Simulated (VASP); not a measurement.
# Ge (P6_3/mmc) in VASP: notebook, part 3 of 3

VASP 6.6.1.

## Step 4: Single point, PBEsol (16.88 Å³/atom)

This run uses another cell than the first one, of 16.88 Å³/atom.

The input, INCAR:

```
ALGO = Normal
EDIFF = 1E-6
ENCUT = 520
GGA = PS
ISIF = 2
ISMEAR = -1
LASPH = True
LCHARG = False
LREAL = False
LWAVE = False
NBANDS = 21
NELM = 80
PREC = Accurate
SIGMA = 0.1
```

The input, KPOINTS:

```
k-points
0
Gamma
  14 14 8
```

The input, POSCAR:

```
Ge
1.0
    2.9275147006      0.0000000000      0.0000000000
   -1.4637573503      2.5353021007      0.0000000000
    0.0000000000      0.0000000000      4.5494327972
Ge
2
Direct
    0.3333333333      0.6666666667      0.2500000000
    0.6666666667      0.3333333333      0.7500000000
```

Potentials or basis: VASP PAW PBE potentials, release 64 (Ge_d).

The run is started by

```sh
$ cat potpaw_PBE.64/Ge_d/POTCAR > POTCAR
$ mpirun -np 1 vasp_std > vasp.out
```

OUTCAR:

```text
EDIFF = 1E-6
   ENCUT = 520
   GGA = PS
   ISIF = 2
   ISMEAR = -1
   LASPH = True
   LREAL = False
   NELM = 80
   PREC = Accurate

 ion  position               nearest neighbor table
   1  0.333  0.667  0.250-   2 2.83   2 2.83   2 2.83   2 2.83   2 2.83   2 2.83
   2  0.667  0.333  0.750-   1 2.83   1 2.83   1 2.83   1 2.83   1 2.83   1 2.83

  LATTYP: Found a hexagonal cell.
 ALAT       =     2.9275147006
 C/A-ratio  =     1.5540256028

  Lattice vectors:

 A1 = (   2.9275147006,   0.0000000000,   0.0000000000)
 A2 = (  -1.4637573503,   2.5353021007,   0.0000000000)
 A3 = (   0.0000000000,   0.0000000000,   4.5494327972)

Analysis of symmetry for initial positions (statically):
=====================================================================
 Subroutine PRICEL returns:
 Original cell was already a primitive cell.

 Routine SETGRP: Setting up the symmetry group for a
 hexagonal supercell.

 Subroutine GETGRP returns: Found 24 space group operations
 (whereof 12 operations were pure point group operations)
 out of a pool of 24 trial point group operations.

The static configuration has the point symmetry D_3d.
 The point group associated with its full space group is D_6h.

Analysis of symmetry for dynamics (positions and initial velocities):
=====================================================================
 Subroutine PRICEL returns:
 Original cell was already a primitive cell.

 Routine SETGRP: Setting up the symmetry group for a
 hexagonal supercell.

 Subroutine GETGRP returns: Found 24 space group operations
 (whereof 12 operations were pure point group operations)
 out of a pool of 24 trial point group operations.

The dynamic configuration has the point symmetry D_3d.
 The point group associated with its full space group is D_6h.

 Subroutine INISYM returns: Found 24 space group operations
 (whereof 12 operations are pure point group operations),
 and found     1 'primitive' translations

[... 110 lines left out ...]
   EFERMI_NEDOS =   21; number of points for ismear=-14 and -15
   IALGO  =     38    algorithm
   IMIX   =      4    mixing-type and parameters
     AMIX     =   0.40;   BMIX     =  1.00
     AMIX_MAG =   1.60;   BMIX_MAG =  1.00
  volume/ion in A,a.u.               =      16.88       113.93
  Fermi-wavevector in a.u.,A,eV,Ry     =   1.538032  2.906460 32.185176  2.365544
  Thomas-Fermi vector in A             =   2.644458
   LORBIT       =      0    0 simple, 1 ext, 2 COOP (PROOUT), +10 PAW based schemes
   GGA     = PS    functional components
   LHFCALC =     F    Hartree Fock is set to
   AEXX    =    0.0000 exact exchange contribution
   IVDW    =     0    specifies the selected vdW correction
   LEPSILON=     F    determine dielectric tensor
   LRPA    =     F    only Hartree local field effects (RPA)
 non-spin polarized calculation
  energy-cutoff  :      520.00
  volume of cell :       33.77
 maximum number of plane-waves:       934
 NGX is ok and might be reduce to    24
   NGX = 11   NGY = 11   NGZ = 17

 number of electron      27.9999973 magnetization

 Free energy of the ion-electron system (eV)
  ---------------------------------------------------
  ext. energy  EPLUGINS =         0.00000000
  ---------------------------------------------------
  free energy    TOTEN  =        -9.24313702 eV

  energy without entropy =       -9.21203159  energy(sigma->0) =       -9.22758431

 E-fermi :   7.9414     XC(G=0): -12.0074

 val. band max:        7.9407696206   @ k =   0.4286   0.0714   0.1250
 cond. band min:       7.9512149598   @ k =   0.2143   0.0714   0.2500
 fundamental gap:      0.0104453393
 Fermi energy:         7.9413548564

 k-point     1 :       0.0000    0.0000    0.0000
  band No.  band energies     occupation
      1     -16.8037      2.00000
      2     -16.7821      2.00000
      3     -16.7821      2.00000
      4     -16.7761      2.00000
      5     -16.7692      2.00000
      6     -16.7692      2.00000
[... 565 lines left out ...]
     20      23.5361      0.00000
     21      26.5983      0.00000

 [... further k-points ...]

------------------------ aborting loop because EDIFF is reached ----------------------------------------

  FORCE on cell =-STRESS in cart. coord.  units (eV):
  Direction    XX          YY          ZZ          XY          YZ          ZX
  --------------------------------------------------------------------------------------
  -------------------------------------------------------------------------------------
  Total        1.4019904      1.4019904      2.0120610      0.0000000      0.0000000      0.0000000
  in kB       66.5226516     66.5226516     95.4697249      0.0000000      0.0000000      0.0000000
  external PRESSURE =      76.1716760 kB  Pullay stress =       0.0000000 kB

 VOLUME and BASIS-vectors are now :
 -----------------------------------------------------------------------------
  energy-cutoff  :      520.00
  volume of cell :       33.77
      direct lattice vectors                 reciprocal lattice vectors
     2.927514701  0.000000000  0.000000000     0.341586671  0.197215156  0.000000000
    -1.463757350  2.535302101  0.000000000     0.000000000  0.394430313  0.000000000
     0.000000000  0.000000000  4.549432797     0.000000000  0.000000000  0.219807621

 POSITION                                       TOTAL-FORCE (eV/Angst)
 -----------------------------------------------------------------------------------
     -0.00000      1.69020      1.13736         0.000000      0.000000      0.000000
      1.46376      0.84510      3.41207        -0.000000      0.000000      0.000000
 -----------------------------------------------------------------------------------
    total drift:                               -0.000000      0.000000      0.000000

  FREE ENERGIE OF THE ION-ELECTRON SYSTEM (eV)
  ---------------------------------------------------
  free  energy   TOTEN  =        -9.2431370167 eV

  energy  without entropy=       -9.2120315948  energy(sigma->0) =       -9.22758431
```

OSZICAR:

```text
N       E                     dE             d eps       ncg     rms          rms(c)
DAV:   1     0.169179295610E+03    0.16918E+03   -0.14074E+04  5870   0.393E+03
DAV:   2     0.127623475918E+02   -0.15642E+03   -0.15129E+03  5095   0.576E+02
DAV:   3    -0.873680888937E+01   -0.21499E+02   -0.21288E+02  5643   0.128E+02
DAV:   4    -0.928965354619E+01   -0.55284E+00   -0.55232E+00  5764   0.239E+01
DAV:   5    -0.929724879618E+01   -0.75952E-02   -0.75950E-02  5708   0.299E+00    0.199E+00
DAV:   6    -0.925902443645E+01    0.38224E-01   -0.33488E-02  6973   0.323E+00    0.105E+00
DAV:   7    -0.924379742313E+01    0.15227E-01   -0.17761E-02  6885   0.189E+00    0.110E-01
DAV:   8    -0.924312945712E+01    0.66797E-03   -0.15383E-03  6121   0.738E-01    0.342E-02
DAV:   9    -0.924313577601E+01   -0.63189E-05   -0.37676E-05  5658   0.737E-02    0.751E-03
DAV:  10    -0.924313718479E+01   -0.14088E-05   -0.83508E-07  4091   0.904E-03    0.476E-04
DAV:  11    -0.924313701672E+01    0.16807E-06   -0.16875E-07  3315   0.613E-03
   1 F= -.92431370E+01 E0= -.92275843E+01  d E =-.311054E-01
```

stdout:

```text
POSCAR found type information on POSCAR Ge
 POSCAR found :  1 types and       2 ions
 scaLAPACK will be used
 -----------------------------------------------------------------------------
|                                                                             |
|                                                                             |
|     You enforced a specific xc type in the INCAR file but a different       |
|     I HOPE YOU KNOW WHAT YOU ARE DOING!                                     |
|                                                                             |
 -----------------------------------------------------------------------------

 LDA part: xc-table for (Slater+PW92), standard interpolation
 POSCAR, INCAR and KPOINTS ok, starting setup
 FFT: planning ... GRIDC
 FFT: planning ... GRID_SOFT
 FFT: planning ... GRID
 WAVECAR not read
 entering main loop
```

Wall time 1.7 min (1 thread of Intel Xeon 8259CL, shared host); peak memory 0.2 GiB.

What came out:

```yaml
Free_energy: -9.2431 eV
Pressure: 7.6 GPa
Band_gap_on_the_k_mesh: zero (bands 14 and 15 overlap by 10.29 eV)
```

Stress tensor (GPa, compression positive):
```
6.65 0.00 0.00
0.00 6.65 0.00
0.00 0.00 9.55
```

Caveat: the cell stands under pressure; the PAW data sets were made with another functional, which shifts forces and pressure a little.

## Step 5: Single point, PBEsol (17.62 Å³/atom)

This run uses another cell than the first one, of 17.62 Å³/atom.

The input, INCAR:

```
PREC     = Accurate       # precision mode
ENCUT    = 520            # plane-wave cutoff, eV
EDIFF    = 1E-6           # SCF threshold, eV
ISMEAR   = -1             # smearing method
SIGMA    = 0.1            # smearing width, eV
LREAL    = F              # projectors in reciprocal space
LASPH    = T              # aspherical terms in the spheres
NELM     = 100            # most SCF steps
ALGO     = Normal         # electronic algorithm
ISIF     = 2              # what is computed and relaxed
LWAVE    = F              # write WAVECAR
LCHARG   = T              # write CHGCAR
GGA      = PS             # functional
LELF     = T              # ELF
LVHAR    = T            
NBANDS   = 21             # bands
```

The input, KPOINTS:

```
Automatic mesh
0
Gamma
  14 14 8
```

The input, POSCAR:

```
Ge
1.0
    2.9693419903      0.0000000000      0.0000000000
   -1.4846709952      2.5715255961      0.0000000000
    0.0000000000      0.0000000000      4.6144334763
Ge
2
Direct
    0.3333333333      0.6666666667      0.2500000000
    0.6666666667      0.3333333333      0.7500000000
```

The run is started by

```sh
$ cat potpaw_PBE.64/Ge_d/POTCAR > POTCAR
$ mpirun -np 1 vasp_std > vasp.out
```

Wall time 1.7 min (1 thread of Intel Xeon 8259CL, shared host); peak memory 0.2 GiB.

It converged, with:

| Item | Value |
| --- | --- |
| Free energy | -9.2941 eV |
| Pressure | 3.5 GPa |
| Band gap on the k mesh | zero (bands 14 and 15 overlap by 9.83 eV) |

Stress tensor (GPa, compression positive):
```
2.64 0.00 0.00
0.00 2.64 0.00
0.00 0.00 5.35
```

Levels at points of the mesh, in eV from the Fermi level:
| k point | band 10 | band 11 | band 12 | band 13 | band 14 | band 15 | band 16 | band 17 | band 18 | band 19 |
| --- | --- | --- | --- | --- | --- | --- | --- | --- | --- | --- |
| (0.00, 0.00, 0.00) | -24.58 | -13.81 | -7.41 | -5.80 | 6.51 | 6.51 | 8.73 | 8.73 | 10.71 | 11.26 |
| (0.50, 0.00, 0.00) | -24.57 | -8.80 | -7.45 | -2.18 | -1.23 | -1.10 | 1.29 | 2.23 | 6.25 | 7.43 |
| (0.00, 0.00, 0.50) | -24.61 | -12.03 | -12.03 | 2.18 | 2.18 | 7.75 | 7.75 | 7.75 | 7.75 | 12.63 |
| (0.50, 0.00, 0.50) | -24.58 | -7.23 | -7.23 | -5.26 | -5.26 | 4.01 | 4.01 | 5.28 | 5.28 | 8.68 |

Caveat: the cell stands under pressure; the PAW data sets were made with another functional, which shifts forces and pressure a little.

## Step 6: Summary

| cell | k mesh | gap on the mesh (eV) | pressure (GPa) |
| --- | --- | --- | --- |
| a = 3.010, b = 3.010, c = 4.678 Å, angles 90.0, 90.0, 120.0°, 2 atoms | 12 × 12 × 7 | none | 0.1 |
| a = 2.884, b = 2.884, c = 4.483 Å, angles 90.0, 90.0, 120.0°, 2 atoms | 14 × 14 × 8 | none | 12.7 |
| a = 2.928, b = 2.928, c = 4.549 Å, angles 90.0, 90.0, 120.0°, 2 atoms | 14 × 14 × 8 | none | 7.6 |
| a = 2.969, b = 2.969, c = 4.614 Å, angles 90.0, 90.0, 120.0°, 2 atoms | 14 × 14 × 8 | none | 3.5 |

Alike in all rows: task single point; level PBEsol; potentials or basis VASP PAW PBE potentials, release 64 (Ge_d); no spin polarisation; cutoff (eV) 520; smearing fermi-dirac 0.1 eV.

Caveats: the PAW data sets were made with another functional, which shifts forces and pressure a little; the cell stands under pressure (at least some runs).

Absolute energies hang on the potentials; compare differences alone.

The gap in the log of VASP goes by the Fermi energy; the results here count the filled bands.